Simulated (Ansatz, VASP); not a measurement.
**One calculation of Ag, two programs**

```
Ag
1.0
     1.45173   -2.51809    0.00000
     1.45173    2.51809    0.00000
     0.00000    0.00000    4.74397
Ag
2
Direct
  0.66639 0.33361 0.25000
  0.33361 0.66639 0.75000
```

Alike in both runs: functional r2SCAN; k mesh 16 × 16 × 10; occupations gaussian, width 0.1 eV; no spin polarisation.

Ansatz relaxed the structure, and its values are those at the end. VASP's run is a single point on that final structure, the one shown.

|  | VASP | Ansatz |
| --- | --- | --- |
| version | VASP 6.6.1 | Ansatz 0.2.0 |
| potentials or method | VASP PAW PBE potentials, release 64 (Ag), cutoff 520 eV | scalar-relativistic, plane waves, PAW |
| valence electrons in the cell | 22 | 38 |

VASP gave:

- gap on the k mesh at the Fermi level (eV): none
- pressure (GPa): 0.1

Question: What did Ansatz give for the same quantities?

Answer: gap on the k mesh at the Fermi level (eV): none; pressure (GPa): 0.0.

VASP's potentials were made for PBE, not for r2SCAN. A gap of «none» marks a metal or a gap that the smearing closes. With one functional, cell and mesh, what is left measures potentials, basis and numerics. VASP's potentials hold 22 valence electrons a cell and Ansatz's 38, so a difference there can come from the potentials and not from the codes.
